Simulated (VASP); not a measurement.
BaS, 2 atoms in the cell. It takes space group Fm-3m (No. 225, cubic). Conventional cell: a = 6.429 Å, b = 6.429 Å, c = 6.429 Å, α = 90.00°, β = 90.00°, γ = 90.00°. Within 4.2 Å of Ba (site symmetry m-3m) lie 6 S at 3.21 Å. S (site symmetry m-3m) has 6 Ba at 3.21 Å within 4.2 Å. 

```yaml
Program: VASP 6.6.1
Task: single point
Functional: PBE
Potentials_or_basis: VASP PAW PBE potentials, release 64 (Ba_sv, S)
Cutoff: 500 eV
k_mesh: 8 × 8 × 8
Occupations: gaussian, width 0.02 eV
Spin: no spin polarisation
Dipole_correction: no
Further_INCAR_settings: ALGO = Normal; EDIFF = 1e-06; NBANDS = 15
```

Potentials or basis: VASP PAW PBE potentials, release 64 (Ba_sv, S).

Command:

```console
$ cat potpaw_PBE.64/Ba_sv/POTCAR potpaw_PBE.64/S/POTCAR > POTCAR
$ mpirun -np 1 vasp_std > vasp.out
```

Hardware: 1 thread of Intel Xeon 8259CL, with other jobs on the host.

**Question.** How long does it take, and how much memory?

**Answer.** Wall time 40 s on 1 thread of Intel Xeon 8259CL, with other jobs on the host, peak memory 0.21 GiB. Counts: scf iterations 13, k points 29.
